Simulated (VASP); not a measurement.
# SiSn5 (F-43m) in VASP: notebook

Runs on SiSn5. Level: PBE. Tasks: single point, relaxation of cell and atoms.

Program: VASP 6.6.1. These are calculated values, not measurements. Logs are shortened: lines on timing, memory, paths and dates and some standing lists are left out, and cuts for length are marked.

### Step 1. The cell of the first run

It takes space group F-43m (No. 216, cubic). Conventional cell: a = 8.662 Å, b = 8.662 Å, c = 8.662 Å, α = 90.00°, β = 90.00°, γ = 90.00°. Si (site symmetry -43m) has 16 Sn at 3.59 to 3.75 Å within 4.7 Å. Sn (site symmetry -43m) has 12 Sn at 3.59 Å and 4 Si at 3.75 Å within 4.7 Å. Within 4.0 Å of Sn (site symmetry 3m) lie 9 Sn at 3.05 to 3.59 Å and 3 Si at 3.59 Å.

The cell was generated, and may not be a known phase.

### Step 2. Single point, PBE

Input file INCAR:

```
ALGO = Fast
EDIFF = 1E-6
ENCUT = 520
GGA = PE
ISIF = 2
ISMEAR = 0
LASPH = True
LCHARG = False
LREAL = False
LWAVE = False
NBANDS = 46
NELM = 60
PREC = Accurate
SIGMA = 0.1
```

Input file KPOINTS:

```
k-points
0
Gamma
  4 4 4
```

Input file POSCAR:

```
SiSn5
1.0
    0.0000000000      4.3312169300      4.3312169300
    4.3312169300      0.0000000000      4.3312169300
    4.3312169300      4.3312169300      0.0000000000
Si Sn
1 5
Direct
    0.0000000000      0.0000000000      0.0000000000
    0.2500000000      0.2500000000      0.2500000000
    0.1261565700      0.6246144800      0.6246144800
    0.6246144800      0.6246144800      0.6246144800
    0.6246144800      0.6246144800      0.1261565700
    0.6246144800      0.1261565700      0.6246144800
```

Potentials or basis: VASP PAW PBE potentials, release 64 (Si, Sn_d).

Started as:

```
$ cat potpaw_PBE.64/Si/POTCAR potpaw_PBE.64/Sn_d/POTCAR > POTCAR
$ mpirun -np 1 vasp_std > vasp.out
```

OUTCAR:

```text
EDIFF = 1E-6
   ENCUT = 520
   GGA = PE
   ISIF = 2
   ISMEAR = 0
   LASPH = True
   LREAL = False
   NELM = 60
   PREC = Accurate

 ion  position               nearest neighbor table
   1  0.000  0.000  0.000-
   2  0.250  0.250  0.250-   3 3.59   6 3.59   3 3.59   5 3.59   5 3.59   6 3.59   4 3.59   4 3.59
                             4 3.59   3 3.59   5 3.59   6 3.59
   3  0.126  0.625  0.625-   4 3.05   5 3.05   6 3.05   6 3.07   5 3.07   4 3.07   2 3.59   2 3.59
                             2 3.59
   4  0.625  0.625  0.625-   3 3.05   5 3.05   6 3.05   3 3.07   6 3.07   5 3.07   2 3.59   2 3.59
                             2 3.59
   5  0.625  0.625  0.126-   3 3.05   4 3.05   6 3.05   6 3.07   3 3.07   4 3.07   2 3.59   2 3.59
                             2 3.59
   6  0.625  0.126  0.625-   3 3.05   4 3.05   5 3.05   3 3.07   5 3.07   4 3.07   2 3.59   2 3.59
                             2 3.59

  LATTYP: Found a face centered cubic cell.
 ALAT       =     8.6624338600

  Lattice vectors:

 A1 = (   0.0000000000,   4.3312169300,   4.3312169300)
 A2 = (   4.3312169300,   0.0000000000,   4.3312169300)
 A3 = (   4.3312169300,   4.3312169300,   0.0000000000)

Analysis of symmetry for initial positions (statically):
=====================================================================
 Subroutine PRICEL returns:
 Original cell was already a primitive cell.

 Routine SETGRP: Setting up the symmetry group for a
 face centered cubic supercell.

 Subroutine GETGRP returns: Found 24 space group operations
 (whereof 24 operations were pure point group operations)
 out of a pool of 48 trial point group operations.

The static configuration has the point symmetry T_d .

Analysis of symmetry for dynamics (positions and initial velocities):
=====================================================================
 Subroutine PRICEL returns:
 Original cell was already a primitive cell.

 Routine SETGRP: Setting up the symmetry group for a
 face centered cubic supercell.

 Subroutine GETGRP returns: Found 24 space group operations
 (whereof 24 operations were pure point group operations)
 out of a pool of 48 trial point group operations.

The dynamic configuration has the point symmetry T_d .

 Subroutine INISYM returns: Found 24 space group operations
 (whereof 24 operations are pure point group operations),
 and found     1 'primitive' translations

----------------------------------------------------------------------------------------

                                     Primitive cell

  volume of cell :     162.5024

  direct lattice vectors                    reciprocal lattice vectors
     0.000000000  4.331216930  4.331216930    -0.115440997  0.115440997  0.115440997
     4.331216930  0.000000000  4.331216930     0.115440997 -0.115440997  0.115440997
     4.331216930  4.331216930  0.000000000     0.115440997  0.115440997 -0.115440997

  length of vectors
     6.125265724  6.125265724  6.125265724     0.199949672  0.199949672  0.199949672

  position of ions in fractional coordinates (direct lattice)
     0.000000000  0.000000000  0.000000000
     0.250000000  0.250000000  0.250000000
     0.126156570  0.624614480  0.624614480
     0.624614480  0.624614480  0.624614480
     0.624614480  0.624614480  0.126156570
     0.624614480  0.126156570  0.624614480

  ion indices of the primitive-cell ions
   primitive index   ion index
                 1           1
                 2           2
                 3           3
                 4           4
                 5           5
                 6           6

----------------------------------------------------------------------------------------

 KPOINTS: k-points

Automatic generation of k-mesh.
 Grid dimensions read from file:
 generate k-points for:    4    4    4

 Generating k-lattice:

  Cartesian coordinates                     Fractional coordinates (reciprocal lattice)
    -0.028860249  0.028860249  0.028860249     0.250000000  0.000000000  0.000000000
     0.028860249 -0.028860249  0.028860249     0.000000000  0.250000000  0.000000000
     0.028860249  0.028860249 -0.028860249     0.000000000  0.000000000  0.250000000

  Length of vectors
     0.049987418  0.049987418  0.049987418

  Shift w.r.t. Gamma in fractional coordinates (k-lattice)
     0.000000000  0.000000000  0.000000000

 Subroutine IBZKPT returns following result:
 ===========================================

 Found      8 irreducible k-points:

 Following reciprocal coordinates:
            Coordinates               Weight
  0.000000  0.000000  0.000000      1.000000
  0.250000  0.000000  0.000000      8.000000
  0.500000  0.000000  0.000000      4.000000
  0.250000  0.250000  0.000000      6.000000
  0.500000  0.250000  0.000000     24.000000
 -0.250000  0.250000  0.000000     12.000000
  0.500000  0.500000  0.000000      3.000000
 -0.250000  0.500000  0.250000      6.000000
   k-points           NKPTS =      8   k-points in BZ     NKDIM =      8   number of bands    NBANDS=     46
   number of dos      NEDOS =    301   number of ions     NIONS =      6
   total plane-waves  NPLWV = 110592
   dimension x,y,z NGX =    48 NGY =   48 NGZ =   48
   dimension x,y,z NGXF=    96 NGYF=   96 NGZF=   96
   ions per type =               1   5
   NGX,Y,Z   is equivalent  to a cutoff of  13.03, 13.03, 13.03 a.u.
   NGXF,Y,Z  is equivalent  to a cutoff of  26.06, 26.06, 26.06 a.u.
 SYSTEM =  unknown system
   PREC   = accura    normal or accurate (medium, high low for compatibility)
   ISTART =      0    job   : 0-new  1-cont  2-samecut
   ICHARG =      2    charge: 1-file 2-atom 10-const
   ISPIN  =      1    spin polarized calculation?
   LNONCOLLINEAR =      F non collinear calculations
   LSORBIT =      F    spin-orbit coupling
   LASPH  =      T    aspherical Exc in radial PAW
   ENCUT  =  520.0 eV  38.22 Ry    6.18 a.u.  11.39 11.39 11.39*2*pi/ulx,y,z
   NELM   =     60;   NELMIN=  2; NELMDL= -5     # of ELM steps
   EDIFF  = 0.1E-05   stopping-criterion for ELM
   LREAL  =      F    real-space projection
   EDIFFG = 0.1E-04   stopping-criterion for IOM
   NSW    =      0    number of steps for IOM
   IBRION =     -1    ionic relax: 0-MD 1-quasi-New 2-CG
   NFREE  =      0    steps in history (QN), initial steepest desc. (CG)
   ISIF   =      2    stress and relaxation
   ISYM   =      2    0-nonsym 1-usesym 2-fastsym
   POTIM  = 0.5000    time-step for ionic-motion
   TEBEG  =    0.0;   TEEND  =   0.0 temperature during run
   PSTRESS=    0.0 pullay stress
   NELECT =      74.0000    total number of electrons
   NUPDOWN=      -1.0000    fix difference up-down
   EMIN   =  10.00;   EMAX   =-10.00  energy-range for DOS
   EFERMI =   0.00;   METHOD = LEGACY
   ISMEAR =     0;   SIGMA  =   0.10  broadening in eV -4-tet -1-fermi 0-gaus
   EFERMI_NEDOS =   21; number of points for ismear=-14 and -15
   IALGO  =     68    algorithm
   IMIX   =      4    mixing-type and parameters
     AMIX     =   0.40;   BMIX     =  1.00
     AMIX_MAG =   1.60;   BMIX_MAG =  1.00
  volume/ion in A,a.u.               =      27.08       182.77
  Fermi-wavevector in a.u.,A,eV,Ry     =   1.259502  2.380113 21.583532  1.586345
  Thomas-Fermi vector in A             =   2.393058
   LORBIT       =      0    0 simple, 1 ext, 2 COOP (PROOUT), +10 PAW based schemes
   GGA     = PE    functional components
   LHFCALC =     F    Hartree Fock is set to
   AEXX    =    0.0000 exact exchange contribution
   IVDW    =     0    specifies the selected vdW correction
   LEPSILON=     F    determine dielectric tensor
   LRPA    =     F    only Hartree local field effects (RPA)
 non-spin polarized calculation
 RMM-DIIS sequential band-by-band and
 Gauss-broadening in eV      SIGMA  =   0.10
  energy-cutoff  :      520.00
  volume of cell :      162.50
 maximum number of plane-waves:      4398
 NGX is ok and might be reduce to    48
   NGX = 23   NGY = 23   NGZ = 23

 number of electron      73.9999998 magnetization

 Free energy of the ion-electron system (eV)
  ---------------------------------------------------
  ext. energy  EPLUGINS =         0.00000000
  ---------------------------------------------------
  free energy    TOTEN  =       -21.71331059 eV

  energy without entropy =      -21.68180997  energy(sigma->0) =      -21.69756028

 E-fermi :   7.4488     XC(G=0): -10.0882

 val. band max:        7.4427580618   @ k =   0.5000   0.2500   0.0000
 cond. band min:       7.4789441178   @ k =   0.5000   0.0000   0.0000
 fundamental gap:      0.0361860559
 Fermi energy:         7.4488418354

 k-point     1 :       0.0000    0.0000    0.0000
  band No.  band energies     occupation
      1     -14.4628      2.00000
      2     -14.3533      2.00000
      3     -14.3533      2.00000
      4     -14.3533      2.00000
      5     -14.3485      2.00000
      6     -14.3485      2.00000
[... 38 lines left out ...]
     45      13.0962      0.00000
     46      13.0965      0.00000

 k-point     2 :       0.2500    0.0000    0.0000
  band No.  band energies     occupation
      1     -14.4289      2.00000
      2     -14.3465      2.00000
      3     -14.3465      2.00000
      4     -14.3364      2.00000
      5     -14.2990      2.00000
      6     -14.2990      2.00000
[... 38 lines left out ...]
     45      11.9114      0.00000
     46      13.3744      0.00000

 k-point     3 :       0.5000    0.0000    0.0000
  band No.  band energies     occupation
      1     -14.4013      2.00000
      2     -14.3422      2.00000
      3     -14.3422      2.00000
      4     -14.2787      2.00000
      5     -14.2014      2.00000
      6     -14.2014      2.00000
[... 234 lines left out ...]
     45       9.3769      0.00000
     46      10.5307      0.00000

 k-point     8 :      -0.2500    0.5000    0.2500
  band No.  band energies     occupation
      1     -14.3152      2.00000
      2     -14.3144      2.00000
      3     -14.3120      2.00000
      4     -14.3082      2.00000
      5     -14.2123      2.00000
      6     -14.2111      2.00000
[... 38 lines left out ...]
     45      11.1432      0.00000
     46      11.3064      0.00000

------------------------ aborting loop because EDIFF is reached ----------------------------------------

  FORCE on cell =-STRESS in cart. coord.  units (eV):
  Direction    XX          YY          ZZ          XY          YZ          ZX
  --------------------------------------------------------------------------------------
  -------------------------------------------------------------------------------------
  Total        1.7053025      1.7053025      1.7053025      0.0000000      0.0000000     -0.0000000
  in kB       16.8132706     16.8132706     16.8132706      0.0000000      0.0000000     -0.0000000
  external PRESSURE =      16.8132706 kB  Pullay stress =       0.0000000 kB

 VOLUME and BASIS-vectors are now :
 -----------------------------------------------------------------------------
  energy-cutoff  :      520.00
  volume of cell :      162.50
      direct lattice vectors                 reciprocal lattice vectors
     0.000000000  4.331216930  4.331216930    -0.115440997  0.115440997  0.115440997
     4.331216930  0.000000000  4.331216930     0.115440997 -0.115440997  0.115440997
     4.331216930  4.331216930  0.000000000     0.115440997  0.115440997 -0.115440997

 POSITION                                       TOTAL-FORCE (eV/Angst)
 -----------------------------------------------------------------------------------
      0.00000      0.00000      0.00000        -0.000000     -0.000000      0.000000
      2.16561      2.16561      2.16561        -0.000000     -0.000000      0.000000
      5.41068      3.25175      3.25175         0.102528     -0.102528     -0.102528
      5.41068      5.41068      5.41068         0.102528      0.102528      0.102528
      3.25175      3.25175      5.41068        -0.102528     -0.102528      0.102528
      3.25175      5.41068      3.25175        -0.102528      0.102528     -0.102528
 -----------------------------------------------------------------------------------
    total drift:                               -0.000046     -0.000046     -0.000046

  FREE ENERGIE OF THE ION-ELECTRON SYSTEM (eV)
  ---------------------------------------------------
  free  energy   TOTEN  =       -21.7133105865 eV

  energy  without entropy=      -21.6818099700  energy(sigma->0) =      -21.69756028
```

Wall time 38 s (1 thread of Intel Xeon 6975P-C (Granite Rapids), shared host); peak memory 0.33 GiB.

What came out:

```
Free energy            : -21.7133 eV
Pressure               : 1.7 GPa
Largest force          : 0.178 eV/Å
Band gap on the k mesh : zero (bands 37 and 38 overlap by 1.50 eV)
```

Forces in eV/Å, atoms in the order of the input:
```
Si   0.000  0.000  0.000
Sn   0.000  0.000  0.000
Sn   0.103 -0.103 -0.103
Sn   0.103  0.103  0.103
Sn  -0.103 -0.103  0.103
Sn  -0.103  0.103 -0.103
```

Caveat: spin-orbit coupling is left out, which moves the levels of the heavy elements.

### Step 3. Single point, PBE

This run uses another cell than the first one, of 27.98 Å³/atom.

Input file INCAR:

```
PREC = Accurate
ENCUT = 520
EDIFF = 1E-6
ISMEAR = 0
SIGMA = 0.1
LREAL = False
LASPH = True
NELM = 60
ALGO = Fast
ISIF = 2
LWAVE = False
LCHARG = False
GGA = PE
NBANDS = 46
```

Input file KPOINTS:

```
regular mesh
0
Gamma
  8 8 8
```

Input file POSCAR:

```
SiSn5
1.0
    0.0000000000      4.3783831782      4.3783831782
    4.3783831782      0.0000000000      4.3783831782
    4.3783831782      4.3783831782      0.0000000000
Si Sn
1 5
Direct
    0.0000000000      0.0000000000      0.0000000000
    0.2500000000      0.2500000000      0.2500000000
    0.1242137941      0.6252620686      0.6252620686
    0.6252620686      0.6252620686      0.6252620686
    0.6252620686      0.6252620686      0.1242137941
    0.6252620686      0.1242137941      0.6252620686
```

Potentials or basis: VASP PAW PBE potentials, release 64 (Si, Sn_d).

Started as:

```
$ cat potpaw_PBE.64/Si/POTCAR potpaw_PBE.64/Sn_d/POTCAR > POTCAR
$ mpirun -np 1 vasp_std > vasp.out
```

Run time: 2 min. Hardware: 1 thread of Intel Xeon 6975P-C (Granite Rapids), shared host; peak memory 0.41 GiB.

Results (log left out):

| Quantity | Value |
| --- | --- |
| Free energy | -21.9287 eV |
| Pressure | -0.1 GPa |
| Largest force | 0.004 eV/Å |
| Band gap on the k mesh | zero (bands 37 and 38 overlap by 1.51 eV) |

Forces on the atoms (eV/Å):
```
Si   0.000  0.000  0.000
Sn   0.000  0.000  0.000
Sn  -0.002  0.002  0.002
Sn  -0.002 -0.002 -0.002
Sn   0.002  0.002 -0.002
Sn   0.002 -0.002  0.002
```

Levels at points of the mesh, in eV from the Fermi level:
```tsv
k point	band 33	band 34	band 35	band 36	band 37	band 38	band 39	band 40	band 41	band 42
(0.00, 0.00, 0.00)	-3.48	-3.48	-3.48	-1.32	-1.32	-1.11	-1.11	-1.11	3.15	3.15
(0.50, 0.00, 0.00)	-3.43	-2.83	-0.50	-0.43	-0.43	0.09	0.09	1.69	2.10	2.55
(0.50, 0.50, 0.00)	-1.52	-1.01	-1.01	0.40	0.40	0.73	0.80	0.84	1.13	1.79
```

Caveat: spin-orbit coupling is left out, which moves the levels of the heavy elements.

### Step 4. Relaxation of cell and atoms, PBE

Input file INCAR:

```
  PREC = Accurate
  ENCUT = 600
  EDIFF = 1E-7
  ISMEAR = 0
  SIGMA = 0.1
  LREAL = F
  LASPH = T
  NELM = 100
  ALGO = Fast
  ISIF = 3
  LWAVE = F
  LCHARG = F
  GGA = PE
  IBRION = 2
  NSW = 100
  EDIFFG = -0.01
```

KPOINTS is that of step 3.

Input file POSCAR:

```
SiSn5
1.0
    0.0000000000      4.3312169300      4.3312169300
    4.3312169300      0.0000000000      4.3312169300
    4.3312169300      4.3312169300      0.0000000000
Si Sn
1 5
Direct
    0.0000000000      0.0000000000      0.0000000000
    0.2500000000      0.2500000000      0.2500000000
    0.1261565700      0.6246144800      0.6246144800
    0.6246144800      0.6246144800      0.6246144800
    0.6246144800      0.6246144800      0.1261565700
    0.6246144800      0.1261565700      0.6246144800
```

Started as:

```
$ cat potpaw_PBE.64/Si/POTCAR potpaw_PBE.64/Sn_d/POTCAR > POTCAR
$ mpirun -np 1 vasp_std > vasp.out
```

Wall time 14 min (1 thread of Intel Xeon 6975P-C (Granite Rapids), shared host); peak memory 0.5 GiB.

Results (log left out):

```yaml
Free_energy: -21.9284 eV
Relaxed_volume: 27.92 Å³/atom
Relaxed_cell: a = 6.188 Å, b = 6.188 Å, c = 6.188 Å, α = 60.00°, β = 60.00°, γ = 60.00°
Space_group_after_relaxing_to_0.1_Å: F-43m (No. 216)
Energy_gained_by_relaxing: 4.5 meV/atom
Ionic_steps: 6
Pressure_after_relaxing: 0.0 GPa
Largest_force_after_relaxing: 0.003 eV/Å
Band_gap_on_the_k_mesh: zero (bands 37 and 38 overlap by 1.51 eV)
```

Forces on the atoms (eV/Å):
```
Si   0.000  0.000  0.000
Sn   0.000  0.000  0.000
Sn   0.002 -0.002 -0.002
Sn   0.002  0.002  0.002
Sn  -0.002 -0.002  0.002
Sn  -0.002  0.002 -0.002
```

The path:
```csv
step,energy change (eV),largest force (eV/Å),pressure (GPa),volume (Å³)
1,0.0000,0.1653,1.54,162.50
2,-0.0258,0.0216,-0.28,168.71
3,-0.0267,0.0403,-0.05,167.76
4,-0.0266,0.0429,-0.01,167.65
5,-0.0269,0.0135,0.02,167.55
6,-0.0269,0.0031,0.03,167.52
```

Final structure:
```
Si Sn
1.0
     0.00000    4.37530    4.37530
     4.37530    0.00000    4.37530
     4.37530    4.37530    0.00000
Si Sn
1 5
Direct
  0.00000 0.00000 0.00000
  0.25000 0.25000 0.25000
  0.12431 0.62523 0.62523
  0.62523 0.62523 0.62523
  0.62523 0.62523 0.12431
  0.62523 0.12431 0.62523
```

Levels at points of the mesh, in eV from the Fermi level:
```tsv
k point	band 35	band 36	band 37	band 38	band 39	band 40
(0.00, 0.00, 0.00)	-3.49	-1.32	-1.32	-1.11	-1.11	-1.11
(0.50, 0.00, 0.00)	-0.50	-0.43	-0.43	0.09	0.09	1.69
(0.50, 0.50, 0.00)	-1.01	0.40	0.40	0.74	0.80	0.85
```

Caveat: spin-orbit coupling is left out, which moves the levels of the heavy elements.

### Step 5. Overview

```tsv
task	cell	k mesh	cutoff (eV)	gap on the mesh (eV)	pressure (GPa)
single point	a = 6.125 Å, angles 60.0°, 6 atoms, atomic positions A	4 × 4 × 4	520	none	1.7
single point	a = 6.192 Å, angles 60.0°, 6 atoms, atomic positions B	8 × 8 × 8	520	none	-0.1
relaxation of cell and atoms	relaxed from a = 6.125 Å, angles 60.0°, 6 atoms, atomic positions A	8 × 8 × 8	600	none	0.0
```

Alike in all rows: level PBE; potentials or basis VASP PAW PBE potentials, release 64 (Si, Sn_d); no spin polarisation; smearing gaussian 0.1 eV.

Caveats: spin-orbit coupling is left out, which moves the levels of the heavy elements.

Absolute energies hang on the potentials; compare differences alone.

The gap in the log of VASP goes by the Fermi energy; the results here count the filled bands.